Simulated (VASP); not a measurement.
Be5Te2, 7 atoms in the cell. Symmetry: R-3m, No. 166, trigonal system. The conventional cell has a = 3.844 Å, b = 3.844 Å, c = 28.605 Å, α = 90.00°, β = 90.00°, γ = 120.00°. Be (site symmetry 3m) has 3 Te at 2.36 Å within 3.1 Å. Within 2.9 Å of Be (site symmetry -3m) lie 6 Be at 2.23 Å. Within 2.9 Å of Be (site symmetry 3m) lie 6 Be at 2.23 to 2.26 Å and 1 Te at 2.59 Å. Te (site symmetry 3m) has 4 Be at 2.36 to 2.59 Å within 3.1 Å. 

- Program: VASP 6.6.1
- Task: single point
- Functional: PBE
- Potentials or basis: VASP PAW PBE potentials, release 64 (Be, Te)
- Cutoff: 520 eV
- k mesh: 5 × 5 × 5
- Occupations: gaussian, width 0.2 eV
- Spin: no spin polarisation
- Dipole correction: no
- Further INCAR settings: ALGO = Normal; EDIFF = 1e-06; NBANDS = 20

Potentials or basis: VASP PAW PBE potentials, release 64 (Be, Te).

Command:

```sh
$ cat potpaw_PBE.64/Be/POTCAR potpaw_PBE.64/Te/POTCAR > POTCAR
$ mpirun -np 1 vasp_std > vasp.out
```

Hardware: 1 thread of AMD EPYC 7R43 64-Core Processor (Zen 3) (shared host).

**Question.** Estimate the wall time of this run.

**Answer.** It took 7.7 min on 1 thread of AMD EPYC 7R43 64-Core Processor (Zen 3), on a shared host, peak memory 0.87 GiB. Counts: scf iterations 17, k points 19.
